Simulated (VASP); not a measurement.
# TiAu (Pm-3m) in VASP: notebook, part 2 of 2

VASP 6.6.1.

**4. Single point, LDA**

This run uses another cell than the first one, of 16.26 Å³/atom, 1.020 times its volume.

INCAR reads:

```
  ALGO = Normal
  EDIFF = 1E-6
  ENCUT = 520
  ISIF = 2
  ISMEAR = -1
  LASPH = True
  LCHARG = False
  LREAL = False
  LWAVE = False
  NBANDS = 18
  NELM = 80
  PREC = Accurate
  SIGMA = 0.15
```

KPOINTS reads:

```
k-points
0
Gamma
  14 14 14
```

POSCAR reads:

```
TiAu
1.0
    3.1915999563      0.0000000000      0.0000000000
    0.0000000000      3.1915999563      0.0000000000
    0.0000000000      0.0000000000      3.1915999563
Ti Au
1 1
Direct
    0.5000000000      0.5000000000      0.5000000000
    0.0000000000      0.0000000000      0.0000000000
```

Potentials or basis: VASP PAW LDA potentials, release 64 (Ti_sv, Au).

On the command line:

```console
cat potpaw_LDA.64/Ti_sv/POTCAR potpaw_LDA.64/Au/POTCAR > POTCAR
mpirun -np 1 vasp_std > vasp.out
```

OUTCAR:

```text
EDIFF = 1E-6
   ENCUT = 520
   ISIF = 2
   ISMEAR = -1
   LASPH = True
   LREAL = False
   NELM = 80
   PREC = Accurate

 ion  position               nearest neighbor table
   1  0.500  0.500  0.500-   2 2.76   2 2.76   2 2.76   2 2.76   2 2.76   2 2.76   2 2.76   2 2.76

   2  0.000  0.000  0.000-   1 2.76   1 2.76   1 2.76   1 2.76   1 2.76   1 2.76   1 2.76   1 2.76

  LATTYP: Found a simple cubic cell.
 ALAT       =     3.1915999563

  Lattice vectors:

 A1 = (   3.1915999563,   0.0000000000,   0.0000000000)
 A2 = (   0.0000000000,   3.1915999563,   0.0000000000)
 A3 = (   0.0000000000,   0.0000000000,   3.1915999563)

Analysis of symmetry for initial positions (statically):
=====================================================================
 Subroutine PRICEL returns:
 Original cell was already a primitive cell.

 Routine SETGRP: Setting up the symmetry group for a
 simple cubic supercell.

 Subroutine GETGRP returns: Found 48 space group operations
 (whereof 48 operations were pure point group operations)
 out of a pool of 48 trial point group operations.

The static configuration has the point symmetry O_h .

[... 154 lines left out ...]
  ext. energy  EPLUGINS =         0.00000000
  ---------------------------------------------------
  free energy    TOTEN  =       -13.78913722 eV

  energy without entropy =      -13.56608405  energy(sigma->0) =      -13.67761064

 E-fermi :   9.9154     XC(G=0): -12.6991

 val. band max:        9.9066928103   @ k =   0.4286   0.2143   0.2143
 cond. band min:       9.9206428016   @ k =   0.2857   0.1429   0.1429
 fundamental gap:      0.0139499913
 Fermi energy:         9.9153642313

 k-point     1 :       0.0000    0.0000    0.0000
  band No.  band energies     occupation
      1     -46.7179      2.00000
      2     -23.2798      2.00000
      3     -23.2798      2.00000
      4     -23.2798      2.00000
      5       0.8954      2.00000
      6       3.2913      2.00000
[... 481 lines left out ...]
      5       3.0613      2.00000
      6       3.9609      2.00000
[... 10 lines left out ...]
     17      17.5737      0.00000
     18      21.9639      0.00000

 [... further k-points ...]
[... 5 lines left out ...]
  --------------------------------------------------------------------------------------
  -------------------------------------------------------------------------------------
  Total        0.0690553      0.0690553      0.0690553     -0.0000000     -0.0000000      0.0000000
  in kB        3.4031592      3.4031592      3.4031592     -0.0000000     -0.0000000      0.0000000
  external PRESSURE =       3.4031592 kB  Pullay stress =       0.0000000 kB

 VOLUME and BASIS-vectors are now :
 -----------------------------------------------------------------------------
  energy-cutoff  :      520.00
  volume of cell :       32.51
      direct lattice vectors                 reciprocal lattice vectors
     3.191599956  0.000000000  0.000000000     0.313322476  0.000000000  0.000000000
     0.000000000  3.191599956  0.000000000     0.000000000  0.313322476  0.000000000
     0.000000000  0.000000000  3.191599956     0.000000000  0.000000000  0.313322476

 POSITION                                       TOTAL-FORCE (eV/Angst)
 -----------------------------------------------------------------------------------
      1.59580      1.59580      1.59580         0.000000      0.000000      0.000000
      0.00000      0.00000      0.00000         0.000000      0.000000      0.000000
 -----------------------------------------------------------------------------------
    total drift:                                0.000000      0.000000     -0.000000

  FREE ENERGIE OF THE ION-ELECTRON SYSTEM (eV)
  ---------------------------------------------------
  free  energy   TOTEN  =       -13.7891372185 eV

  energy  without entropy=      -13.5660840549  energy(sigma->0) =      -13.67761064
```

OSZICAR:

```text
N       E                     dE             d eps       ncg     rms          rms(c)
DAV:   1     0.203814304556E+03    0.20381E+03   -0.11936E+04  4376   0.142E+03
DAV:   2    -0.910167154892E+00   -0.20472E+03   -0.19930E+03  4442   0.380E+02
DAV:   3    -0.150665643909E+02   -0.14156E+02   -0.13980E+02  6638   0.902E+01
DAV:   4    -0.156352087121E+02   -0.56864E+00   -0.56484E+00  5340   0.146E+01
DAV:   5    -0.156507564230E+02   -0.15548E-01   -0.15542E-01  5196   0.227E+00    0.120E+01
DAV:   6    -0.139430284741E+02    0.17077E+01   -0.55714E+00  4634   0.238E+01    0.404E+00
DAV:   7    -0.138427244334E+02    0.10030E+00   -0.93024E-01  4692   0.912E+00    0.349E+00
DAV:   8    -0.137947776307E+02    0.47947E-01   -0.18960E-01  4904   0.404E+00    0.161E+00
DAV:   9    -0.137893620435E+02    0.54156E-02   -0.25766E-02  5074   0.197E+00    0.140E-01
DAV:  10    -0.137891116599E+02    0.25038E-03   -0.20198E-03  4924   0.436E-01    0.591E-02
DAV:  11    -0.137891429545E+02   -0.31295E-04   -0.25830E-04  5210   0.133E-01    0.276E-02
DAV:  12    -0.137891372728E+02    0.56817E-05   -0.27093E-05  5262   0.603E-02    0.139E-02
DAV:  13    -0.137891372185E+02    0.54333E-07   -0.68442E-06  4444   0.241E-02
   1 F= -.13789137E+02 E0= -.13677611E+02  d E =-.223053E+00
```

stdout:

```text
POSCAR found type information on POSCAR TiAu
 POSCAR found :  2 types and       2 ions
 scaLAPACK will be used
 LDA part: xc-table for (Slater(with rela. corr.)+CA(PZ))
 , standard interpolation
 POSCAR, INCAR and KPOINTS ok, starting setup
 FFT: planning ... GRIDC
 FFT: planning ... GRID_SOFT
 FFT: planning ... GRID
 WAVECAR not read
 entering main loop
```

Wall time 20 s (1 thread of AMD EPYC 9R45 (Zen 5), shared host); peak memory 0.16 GiB.

Results:

```
Free energy : -13.7891 eV
Pressure    : 0.3 GPa
```

Caveat: spin-orbit coupling is left out, which moves the levels of the heavy elements.

**5. Overview**

```tsv
cell	gap on the mesh (eV)	pressure (GPa)
a = 3.170 Å, 2 atoms	none	4.0
a = 3.174 Å, 2 atoms	none	3.4
a = 3.192 Å, 2 atoms	none	0.3
```

Alike in all rows: task single point; level LDA; potentials or basis VASP PAW LDA potentials, release 64 (Ti_sv, Au); no spin polarisation; k mesh 14 × 14 × 14; cutoff (eV) 520; smearing fermi-dirac 0.15 eV.

Caveats: spin-orbit coupling is left out, which moves the levels of the heavy elements.

Total energies depend on the potentials used, so only differences within one code and one set of settings carry meaning.
